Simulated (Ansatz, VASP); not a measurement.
Two plane-wave programs on Ni5O4

The input INCAR:

```
SYSTEM = Ni5O4
PREC = Accurate
ENCUT = 520
EDIFF = 1E-7
ISMEAR = 0
SIGMA = 0.1
LREAL = .False.
LASPH = .True.
NELM = 150
ALGO = Normal
ISIF = 2
LWAVE = .False.
LCHARG = .False.
ISPIN = 2
MAGMOM = 1.14 1.14 1.14 1.14 1.14 0.2 0.2 0.2 0.2
LORBIT = 11
LMAXMIX = 4
LDIPOL = .True.
IDIPOL = 3
DIPOL = 0.5 0.5 0.500
GGA = CA
NBANDS = 51
```

The input KPOINTS:

```
Automatic mesh
0
Gamma
  12 12 1
  0 0 0
```

POSCAR

```
Ni5O4
1.0
    2.9105323198      0.0000000000      0.0000000000
   -1.4552661599      2.5205949274      0.0000000000
    0.0000000000      0.0000000000     24.5057587511
Ni O
5 4
Direct
    0.6666666667      0.3333333333      0.3060505115
    0.3333333333      0.6666666667      0.4030252557
    0.0000000000      0.0000000000      0.5000000000
    0.6666666667      0.3333333333      0.5969747443
    0.3333333333      0.6666666667      0.6939494885
    0.0000000000      0.0000000000      0.3545378836
    0.6666666667      0.3333333333      0.4515126279
    0.3333333333      0.6666666667      0.5484873721
    0.0000000000      0.0000000000      0.6454621164
```

Input for Ansatz:

```yaml
crystal:
  lattice:
    - [2.9105323198, 0.0, 0.0]
    - [-1.4552661599, 2.5205949274, 0.0]
    - [0.0, 0.0, 24.5057587511]
  atoms:
    - { symbol: Ni, position: [0.6666666667, 0.3333333333, 0.3060505115], spin: 1.14 }
    - { symbol: O, position: [0.0, 0.0, 0.3545378836], spin: 0.2 }
    - { symbol: Ni, position: [0.3333333333, 0.6666666667, 0.4030252557], spin: 1.14 }
    - { symbol: O, position: [0.6666666667, 0.3333333333, 0.4515126279], spin: 0.2 }
    - { symbol: Ni, position: [0.0, 0.0, 0.5], spin: 1.14 }
    - { symbol: O, position: [0.3333333333, 0.6666666667, 0.5484873721], spin: 0.2 }
    - { symbol: Ni, position: [0.6666666667, 0.3333333333, 0.5969747443], spin: 1.14 }
    - { symbol: O, position: [0.0, 0.0, 0.6454621164], spin: 0.2 }
    - { symbol: Ni, position: [0.3333333333, 0.6666666667, 0.6939494885], spin: 1.14 }
basis:
  ecutwfc: 420
kpoints:
  mp_grid: { grid: [12, 12, 1] }
hamiltonian:
  xc: lda
scf:
  occupations: { method: gaussian, width: 0.1 }
output:
  forces: true
  stress: true
  eigenvalues: true
  populations: true
  write_density: true
  write_potential: true
  elf: true
  volumetric_format: npy
magnetization:
  spin_polarized: true
efield:
  axis: 3
  dipole_correction: true
  ramp_width: 0.04
```

Alike in both runs: task single point; functional LDA; k mesh 12 × 12 × 1; occupations gaussian, width 0.1 eV; collinear spin.

|  | VASP | Ansatz |
| --- | --- | --- |
| version | VASP 6.6.1 | Ansatz 0.2.0 |
| potentials or method | VASP PAW LDA potentials, release 64 (Ni, O), cutoff 520 eV | scalar-relativistic, plane waves, PAW |
| valence electrons in the cell | 74 | 114 |

|  | VASP | Ansatz | Ansatz less VASP |
| --- | --- | --- | --- |
| gap on the k mesh at the Fermi level (eV) | none | none | - |
| rms of the force components (eV/Å) | 0.337 | 0.326 | -0.0113 |
| net moment per atom (μB) | 0.02 | 0.04 | +0.023 |
| size of the moment on the site where the two differ most (μB) | 0.04 | 1.13 | +1.088 |

LDA's correlation is that of Perdew and Zunger in VASP and of Perdew and Wang (1992) in Ansatz. Site moments also hang on the region over which each program counts them. A gap of «none» marks a metal or a gap that the smearing closes. VASP's potentials hold 74 valence electrons a cell and Ansatz's 114, so a difference there can come from the potentials and not from the codes. Ansatz's warnings: seeded moment not kept, stability check not made, xc potential rough in thin density.
